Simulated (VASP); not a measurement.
Here is a VASP 6.6.1 calculation.

The input INCAR:

```
SYSTEM = BeTe
PREC     = Accurate       ! precision mode
ENCUT    = 520            ! plane-wave cutoff, eV
EDIFF    = 1E-6           ! SCF threshold, eV
ISMEAR   = 0              ! smearing method
SIGMA    = 0.05           ! smearing width, eV
LREAL    = .False.        ! projectors in reciprocal space
LASPH    = .True.         ! aspherical terms in the spheres
NELM     = 100            ! most SCF steps
ALGO     = Normal         ! electronic algorithm
ISIF     = 2              ! what is computed and relaxed
LWAVE    = .False.        ! write WAVECAR
LCHARG   = .False.        ! write CHGCAR
GGA      = CA             ! functional
NBANDS   = 11             ! bands
```

Contents of KPOINTS:

```
Automatic mesh
0
Gamma
  8 8 8
  0 0 0
```

The input POSCAR:

```
BeTe
1.0
    0.0000000000      2.9916000000      2.5484000000
    2.9916000000      0.0000000000      2.5484000000
    2.9916000000      2.9916000000      0.0000000000
Be Te
1 1
Direct
    0.0000000000      0.0000000000      0.0000000000
    0.7500000000      0.7500000000      0.7500000000
```

Potentials or basis: VASP PAW LDA potentials, release 64 (Be, Te).

Run with:

```console
$ cat potpaw_LDA.64/Be/POTCAR potpaw_LDA.64/Te/POTCAR > POTCAR
$ mpirun -np 1 vasp_std > vasp.out
```

(1) What does it give for the pressure?

(2) Estimate the band gap on the k mesh.

Results:

(1) -3.5 GPa.

(2) 0.96 eV, indirect (least direct gap 3.03 eV).

Caveat: spin-orbit coupling is left out, which moves the levels of the heavy elements.
